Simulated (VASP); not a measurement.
# Sn3Te (Pm-3m) in VASP: further runs

Runs on Sn3Te. Level: PBEsol. Tasks: single point, relaxation of cell and atoms.

All numbers are computed with VASP 6.6.1; they aren't measurements. Logs are shortened: lines on timing, memory, paths and dates and some standing lists are left out, and cuts for length are marked.

**1. The cell of the first run**

Symmetry: Pm-3m, No. 221, cubic system. The conventional cell has a = 4.652 Å, b = 4.652 Å, c = 4.652 Å, α = 90.00°, β = 90.00°, γ = 90.00°. Within 4.3 Å of Te (site symmetry m-3m) lie 12 Sn at 3.29 Å. Sn (site symmetry 4/mmm) has 4 Te at 3.29 Å and 8 Sn at 3.29 Å within 4.3 Å.

**2. Single point, PBEsol**

INCAR reads:

```
SYSTEM = Sn3Te
PREC     = Accurate       ! precision mode
ENCUT    = 520            ! plane-wave cutoff, eV
EDIFF    = 1E-6           ! SCF threshold, eV
ISMEAR   = -1             ! smearing method
SIGMA    = 0.05           ! smearing width, eV
LREAL    = .FALSE.        ! projectors in reciprocal space
LASPH    = .TRUE.         ! aspherical terms in the spheres
NELM     = 80             ! most SCF steps
ALGO     = Normal         ! electronic algorithm
ISIF     = 2              ! what is computed and relaxed
LWAVE    = .FALSE.        ! write WAVECAR
LCHARG   = .FALSE.        ! write CHGCAR
GGA      = PS             ! functional
NBANDS   = 32             ! bands
```

KPOINTS reads:

```
Automatic mesh
0
G
  6 6 6
  0 0 0
```

POSCAR reads:

```
Sn3Te
1.0
    4.6519447660      0.0000000000      0.0000000000
    0.0000000000      4.6519447660      0.0000000000
    0.0000000000      0.0000000000      4.6519447660
Te Sn
1 3
Direct
    0.0000000000      0.0000000000      0.0000000000
    0.0000000000      0.5000000000      0.5000000000
    0.5000000000      0.0000000000      0.5000000000
    0.5000000000      0.5000000000      0.0000000000
```

Potentials or basis: VASP PAW PBE potentials, release 64 (Te, Sn_d).

The run is started by

```console
$ cat potpaw_PBE.64/Te/POTCAR potpaw_PBE.64/Sn_d/POTCAR > POTCAR
$ mpirun -np 1 vasp_std > vasp.out
```

OUTCAR:

```text
SYSTEM = Sn3Te
   PREC = Accurate
   ENCUT = 520
   EDIFF = 1E-6
   ISMEAR = -1
   LREAL = .FALSE.
   LASPH = .TRUE.
   NELM = 80
   ISIF = 2
   GGA = PS

 ion  position               nearest neighbor table
   1  0.000  0.000  0.000-   2 3.29   3 3.29   4 3.29   2 3.29   3 3.29   2 3.29   4 3.29   2 3.29
                             3 3.29   4 3.29   3 3.29   4 3.29
   2  0.000  0.500  0.500-   1 3.29   3 3.29   4 3.29   1 3.29   4 3.29   1 3.29   3 3.29   1 3.29
                             3 3.29   4 3.29   4 3.29   3 3.29
   3  0.500  0.000  0.500-   1 3.29   2 3.29   4 3.29   1 3.29   4 3.29   2 3.29   4 3.29   4 3.29
                             1 3.29   2 3.29   1 3.29   2 3.29
   4  0.500  0.500  0.000-   1 3.29   2 3.29   3 3.29   2 3.29   3 3.29   1 3.29   3 3.29   3 3.29
                             1 3.29   2 3.29   2 3.29   1 3.29

  LATTYP: Found a simple cubic cell.
 ALAT       =     4.6519447660

  Lattice vectors:

 A1 = (   4.6519447660,   0.0000000000,   0.0000000000)
 A2 = (   0.0000000000,   4.6519447660,   0.0000000000)
 A3 = (   0.0000000000,   0.0000000000,   4.6519447660)

Analysis of symmetry for initial positions (statically):
=====================================================================
 Subroutine PRICEL returns:
 Original cell was already a primitive cell.

 Routine SETGRP: Setting up the symmetry group for a
 simple cubic supercell.

 Subroutine GETGRP returns: Found 48 space group operations
 (whereof 48 operations were pure point group operations)
 out of a pool of 48 trial point group operations.

The static configuration has the point symmetry O_h .

Analysis of symmetry for dynamics (positions and initial velocities):
=====================================================================
 Subroutine PRICEL returns:
 Original cell was already a primitive cell.

 Routine SETGRP: Setting up the symmetry group for a
 simple cubic supercell.

 Subroutine GETGRP returns: Found 48 space group operations
 (whereof 48 operations were pure point group operations)
 out of a pool of 48 trial point group operations.

The dynamic configuration has the point symmetry O_h .

 Subroutine INISYM returns: Found 48 space group operations
 (whereof 48 operations are pure point group operations),
 and found     1 'primitive' translations

----------------------------------------------------------------------------------------
[... 90 lines left out ...]
   ENCUT  =  520.0 eV  38.22 Ry    6.18 a.u.   8.65  8.65  8.65*2*pi/ulx,y,z
   NELM   =     80;   NELMIN=  2; NELMDL= -5     # of ELM steps
   EDIFF  = 0.1E-05   stopping-criterion for ELM
   LREAL  =      F    real-space projection
   EDIFFG = 0.1E-04   stopping-criterion for IOM
   NSW    =      0    number of steps for IOM
   IBRION =     -1    ionic relax: 0-MD 1-quasi-New 2-CG
   NFREE  =      0    steps in history (QN), initial steepest desc. (CG)
   ISIF   =      2    stress and relaxation
   ISYM   =      2    0-nonsym 1-usesym 2-fastsym
   POTIM  = 0.5000    time-step for ionic-motion
   TEBEG  =    0.0;   TEEND  =   0.0 temperature during run
   PSTRESS=    0.0 pullay stress
   NELECT =      48.0000    total number of electrons
   NUPDOWN=      -1.0000    fix difference up-down
   EMIN   =  10.00;   EMAX   =-10.00  energy-range for DOS
   EFERMI =   0.00;   METHOD = LEGACY
   ISMEAR =    -1;   SIGMA  =   0.05  broadening in eV -4-tet -1-fermi 0-gaus
   EFERMI_NEDOS =   21; number of points for ismear=-14 and -15
   IALGO  =     38    algorithm
   IMIX   =      4    mixing-type and parameters
     AMIX     =   0.40;   BMIX     =  1.00
     AMIX_MAG =   1.60;   BMIX_MAG =  1.00
  volume/ion in A,a.u.               =      25.17       169.84
  Fermi-wavevector in a.u.,A,eV,Ry     =   1.278951  2.416868 22.255275  1.635717
  Thomas-Fermi vector in A             =   2.411465
   LORBIT       =      0    0 simple, 1 ext, 2 COOP (PROOUT), +10 PAW based schemes
   GGA     = PS    functional components
   LHFCALC =     F    Hartree Fock is set to
   AEXX    =    0.0000 exact exchange contribution
   IVDW    =     0    specifies the selected vdW correction
   LEPSILON=     F    determine dielectric tensor
   LRPA    =     F    only Hartree local field effects (RPA)
 non-spin polarized calculation
  energy-cutoff  :      520.00
  volume of cell :      100.67
 maximum number of plane-waves:      2800
 NGX is ok and might be reduce to    36
   NGX = 17   NGY = 17   NGZ = 17

 number of electron      47.9999960 magnetization

 Free energy of the ion-electron system (eV)
  ---------------------------------------------------
  ext. energy  EPLUGINS =         0.00000000
  ---------------------------------------------------
  free energy    TOTEN  =       -15.99714513 eV

  energy without entropy =      -15.97042962  energy(sigma->0) =      -15.98378738

 E-fermi :   9.1606     XC(G=0): -10.8303

 val. band max:        9.1597142364   @ k =   0.5000   0.5000   0.0000
 cond. band min:       9.1853646677   @ k =   0.5000   0.1667   0.0000
 fundamental gap:      0.0256504314
 Fermi energy:         9.1606021651

 k-point     1 :       0.0000    0.0000    0.0000
  band No.  band energies     occupation
      1     -12.4331      2.00000
      2     -12.4331      2.00000
      3     -12.4331      2.00000
      4     -12.3925      2.00000
      5     -12.3749      2.00000
      6     -12.3749      2.00000
[... 689 lines left out ...]
     31      15.4001      0.00000
     32      17.8892      0.00000

------------------------ aborting loop because EDIFF is reached ----------------------------------------

  FORCE on cell =-STRESS in cart. coord.  units (eV):
  Direction    XX          YY          ZZ          XY          YZ          ZX
  --------------------------------------------------------------------------------------
  -------------------------------------------------------------------------------------
  Total        3.1082674      3.1082674      3.1082674     -0.0000000      0.0000000     -0.0000000
  in kB       49.4681083     49.4681083     49.4681083     -0.0000000      0.0000000     -0.0000000
  external PRESSURE =      49.4681083 kB  Pullay stress =       0.0000000 kB

 VOLUME and BASIS-vectors are now :
 -----------------------------------------------------------------------------
  energy-cutoff  :      520.00
  volume of cell :      100.67
      direct lattice vectors                 reciprocal lattice vectors
     4.651944766  0.000000000  0.000000000     0.214963859  0.000000000  0.000000000
     0.000000000  4.651944766  0.000000000     0.000000000  0.214963859  0.000000000
     0.000000000  0.000000000  4.651944766     0.000000000  0.000000000  0.214963859

 POSITION                                       TOTAL-FORCE (eV/Angst)
 -----------------------------------------------------------------------------------
      0.00000      0.00000      0.00000         0.000000      0.000000      0.000000
      0.00000      2.32597      2.32597         0.000000      0.000000      0.000000
      2.32597      0.00000      2.32597         0.000000      0.000000      0.000000
      2.32597      2.32597      0.00000         0.000000      0.000000      0.000000
 -----------------------------------------------------------------------------------
    total drift:                                0.000000      0.000000      0.000000

  FREE ENERGIE OF THE ION-ELECTRON SYSTEM (eV)
  ---------------------------------------------------
  free  energy   TOTEN  =       -15.9971451303 eV

  energy  without entropy=      -15.9704296197  energy(sigma->0) =      -15.98378738
```

OSZICAR:

```text
N       E                     dE             d eps       ncg     rms          rms(c)
DAV:   1     0.454436955958E+03    0.45444E+03   -0.23173E+04  1320   0.218E+03
DAV:   2     0.424374212624E+02   -0.41200E+03   -0.39854E+03  1280   0.554E+02
DAV:   3    -0.135408758775E+02   -0.55978E+02   -0.54098E+02  1576   0.174E+02
DAV:   4    -0.159888868427E+02   -0.24480E+01   -0.24427E+01  1424   0.389E+01
DAV:   5    -0.160755941884E+02   -0.86707E-01   -0.86700E-01  1976   0.739E+00    0.887E+00
DAV:   6    -0.160160723281E+02    0.59522E-01   -0.70227E-02  1576   0.281E+00    0.538E+00
DAV:   7    -0.159985059367E+02    0.17566E-01   -0.74103E-02  1648   0.262E+00    0.553E-01
DAV:   8    -0.159971402227E+02    0.13657E-02   -0.11144E-02  1480   0.120E+00    0.195E-01
DAV:   9    -0.159971541355E+02   -0.13913E-04   -0.52198E-04  1960   0.159E-01    0.471E-02
DAV:  10    -0.159971456509E+02    0.84846E-05   -0.34395E-05  1528   0.474E-02    0.181E-02
DAV:  11    -0.159971451303E+02    0.52057E-06   -0.47049E-06  1440   0.191E-02
   1 F= -.15997145E+02 E0= -.15983787E+02  d E =-.267155E-01
```

It took 20 s on 1 thread of Intel Xeon 6975P-C (Granite Rapids), shared host; peak memory 0.22 GiB.

Results:

```yaml
Free_energy: -15.9971 eV
Pressure: 4.9 GPa
Band_gap_on_the_k_mesh: zero (bands 24 and 25 overlap by 4.11 eV)
```

Levels at points of the mesh, in eV from the Fermi level:
```tsv
k point	band 22	band 23	band 24	band 25	band 26	band 27
(0.00, 0.00, 0.00)	-4.84	0.48	0.48	0.48	2.06	2.06
(0.50, 0.00, 0.00)	-2.10	-2.10	-1.70	-0.67	2.47	2.71
(0.50, 0.50, 0.00)	-1.84	-1.84	-0.60	-0.28	-0.28	0.00
(0.50, 0.50, 0.50)	-5.99	-5.04	3.45	3.45	3.45	6.13
```

Caveat: the cell stands under pressure; the PAW data sets were made with another functional, which shifts forces and pressure a little; spin-orbit coupling is left out, which moves the levels of the heavy elements.

[end of part 1 of 2]
